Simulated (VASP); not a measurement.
## MgS: single point with r2SCAN

The system is MgS.

```
Mg S
1.0
     4.20785    0.00000    0.00000
    -2.10393    3.64411    0.00000
     0.00000    0.00000    5.17720
Mg S
2 2
Cartesian
  0.0000 2.4294 1.2943
  2.1039 1.2147 3.8829
  2.1039 1.2147 1.2943
  0.0000 2.4294 3.8829
```

| Quantity | Value |
| --- | --- |
| Program | VASP 6.6.1 |
| Task | single point |
| Functional | r2SCAN |
| Potentials or basis | VASP PAW PBE potentials, release 64 (Mg_sv, S) |
| Cutoff | 920 eV |
| k mesh | 6 × 6 × 4 |
| Occupations | gaussian, width 0.01 eV |
| Spin | no spin polarisation |
| Dipole correction | no |
| Further INCAR settings | ALGO = Normal; EDIFF = 1e-06; NBANDS = 24 |

The pressure is 4.6 GPa and the band gap on the k mesh is 3.80 eV.

Stress tensor (GPa, compression positive):
```
4.75 0.00 0.00
0.00 4.75 0.00
0.00 0.00 4.35
```

Levels at points of the mesh, in eV from the valence-band top:
| k point | band 12 | band 13 | band 14 | band 15 | band 16 | band 17 | band 18 | band 19 | band 20 | band 21 |
| --- | --- | --- | --- | --- | --- | --- | --- | --- | --- | --- |
| (0.00, 0.00, 0.00) | -2.25 | -2.25 | -1.00 | -1.00 | 0.00 | 3.80 | 3.94 | 6.64 | 6.64 | 8.35 |
| (0.50, 0.00, 0.00) | -3.01 | -2.94 | -2.68 | -1.79 | -0.89 | 3.85 | 6.27 | 6.55 | 6.91 | 8.48 |
| (0.00, 0.00, 0.50) | -2.52 | -1.66 | -1.66 | -1.66 | -1.66 | 5.40 | 5.40 | 6.53 | 6.53 | 6.53 |
| (0.50, 0.00, 0.50) | -4.52 | -2.10 | -2.10 | -0.96 | -0.96 | 5.05 | 5.05 | 7.22 | 7.22 | 9.63 |

Wall time 3.3 min on 1 thread of Intel(R) Xeon(R) Platinum 8559C (Emerald Rapids), on a shared host, peak memory 0.36 GiB.

Caveat: the cell stands under pressure; the PAW data sets were made with another functional, which shifts forces and pressure a little. A k mesh can miss the band edges.
